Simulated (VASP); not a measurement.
**TiAl2N3: single point with PBE**

TiAl2N3:

```xyz
6
Lattice="2.4122 1.3927 3.8825 -2.4122 1.3927 3.8825 0.0000 -2.7853 3.8825" Properties=species:S:1:pos:R:3 pbc="T T T"
Ti    0.0000    0.0000    5.8238
Al    0.0000    0.0000    1.4391
Al    0.0000    0.0000   10.2084
N    -1.2061   -0.6963    3.8825
N     0.0000    1.3927    3.8825
N     1.2061   -0.6963    3.8825
```

The cell was built from a structure type or drawn by symmetry, and may not be a known phase.

```yaml
Program: VASP 6.6.1
Task: single point
Functional: PBE
Potentials_or_basis: VASP PAW PBE potentials, release 64 (Ti_sv, Al, N)
Cutoff: 520 eV
k_mesh: 6 × 6 × 6
Occupations: gaussian, width 0.1 eV
Spin: collinear spin
Starting_moments: "[1.0, 0.0, 0.0, 0.0, 0.0, 0.0] μB"
Dipole_correction: no
Further_INCAR_settings: ALGO = Normal; EDIFF = 1e-06; NBANDS = 30
```

The pressure is -19.8 GPa and the largest force is 0.062 eV/Å. The net moment is 0.00 μB per cell. The valence electrons inside the program's atomic spheres are Ti 10.10; Al 0.70; N 3.39.

Forces in eV/Å, atoms in the order of the input:
```
Ti   0.000  0.000  0.000
Al   0.000  0.000  0.062
Al   0.000  0.000 -0.062
N    0.000  0.000  0.000
N    0.000  0.000  0.000
N    0.000  0.000  0.000
```

Stress tensor (GPa, compression positive):
```
 -9.47   0.00   0.00
  0.00  -9.47   0.00
  0.00   0.00 -40.43
```

Levels at points of the mesh, in eV from the Fermi level:
Spin up:
```
           k point  band 14  band 15  band 16  band 17  band 18  band 19
(0.00, 0.00, 0.00)    -2.13    -1.56    -1.56     0.27     0.98     1.52
(0.50, 0.00, 0.00)    -2.64    -1.94    -1.37    -0.04     0.16     0.74
(0.50, 0.50, 0.00)    -1.71    -1.30     0.05     0.14     0.37     0.61
(0.50, 0.50, 0.50)    -2.44    -0.27     0.69     0.69     1.04     1.60
```
Spin down:
| k point | band 13 | band 14 | band 15 | band 16 | band 17 | band 18 | band 19 | band 20 |
| --- | --- | --- | --- | --- | --- | --- | --- | --- |
| (0.00, 0.00, 0.00) | -2.13 | -2.13 | -1.56 | -1.56 | 0.27 | 0.98 | 1.52 | 1.53 |
| (0.50, 0.00, 0.00) | -2.82 | -2.64 | -1.94 | -1.37 | -0.04 | 0.16 | 0.74 | 1.63 |
| (0.50, 0.50, 0.00) | -2.74 | -1.71 | -1.30 | 0.05 | 0.14 | 0.37 | 0.61 | 1.50 |
| (0.50, 0.50, 0.50) | -3.21 | -2.44 | -0.27 | 0.69 | 0.69 | 1.04 | 1.60 | 1.60 |

Wall time 3.7 min on 1 thread of Intel(R) Xeon(R) Platinum 8488C (Sapphire Rapids), on a shared host, peak memory 0.31 GiB.

Caveat: the cell stands under tension.
